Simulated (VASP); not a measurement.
Input of a VASP 6.6.1 run:

File INCAR:

```
PREC     = Accurate       # precision mode
ENCUT    = 520            # plane-wave cutoff, eV
EDIFF    = 1E-6           # SCF threshold, eV
ISMEAR   = -1             # smearing method
SIGMA    = 0.1            # smearing width, eV
LREAL    = F              # projectors in reciprocal space
LASPH    = T              # aspherical terms in the spheres
NELM     = 150            # most SCF steps
ALGO     = Normal         # electronic algorithm
ISIF     = 2              # what is computed and relaxed
LWAVE    = F              # write WAVECAR
LCHARG   = T              # write CHGCAR
LMAXMIX  = 4              # l up to which the mixer works
LDAU     = T              # DFT+U
LDAUTYPE = 2            
LDAUL    = 2 -1 -1        # shell
LDAUU    = 3 0 0          # U, eV
LDAUJ    = 0 0 0        
LDAUPRINT= 1            
GGA      = CA             # functional
LELF     = T              # ELF
LVHAR    = T            
NBANDS   = 42             # bands
```

File KPOINTS:

```
Automatic mesh
0
Gamma
  4 4 4
```

File POSCAR:

```
Co3Sn2Se2
1.0
    2.7537980000      4.7697130000      0.0000000000
   -2.7537980000      4.7697130000      0.0000000000
    0.0000000000     -3.1798050000      4.4984760000
Co Se Sn
3 2 2
Direct
    0.0000000000      0.0000000000      0.5000000000
    0.5000000000      0.0000000000      0.5000000000
    0.0000000000      0.5000000000      0.5000000000
    0.2830000000      0.2830000000      0.8490000000
    0.7170000000      0.7170000000      0.1510000000
    0.5000000000      0.5000000000      0.5000000000
    0.0000000000      0.0000000000      0.0000000000
```

Potentials or basis: VASP PAW LDA potentials, release 64 (Co, Se, Sn_d).

Launch:

```sh
$ cat potpaw_LDA.64/Co/POTCAR potpaw_LDA.64/Se/POTCAR potpaw_LDA.64/Sn_d/POTCAR > POTCAR
$ mpirun -np 1 vasp_std > vasp.out
```

Task: Estimate the band gap on the k mesh.

Result: Zero (an odd number of electrons rules out a gap without spin polarisation).

Task: Estimate the pressure.

Result: -8.7 GPa.

Forces on the atoms (eV/Å):
```
Co   0.000  0.000  0.000
Co   0.000  0.000  0.000
Co   0.000  0.000  0.000
Se   0.000  0.000  0.128
Se   0.000  0.000 -0.128
Sn   0.000  0.000  0.000
Sn   0.000  0.000  0.000
```

Caveat: the cell stands under tension; spin-orbit coupling is left out, which moves the levels of the heavy elements; the run has no spin polarisation, though such a crystal can be magnetic; U without spin polarisation on a metal has little footing. Spin polarisation is off, so any magnetic state and its effect on volume and gap are missing.
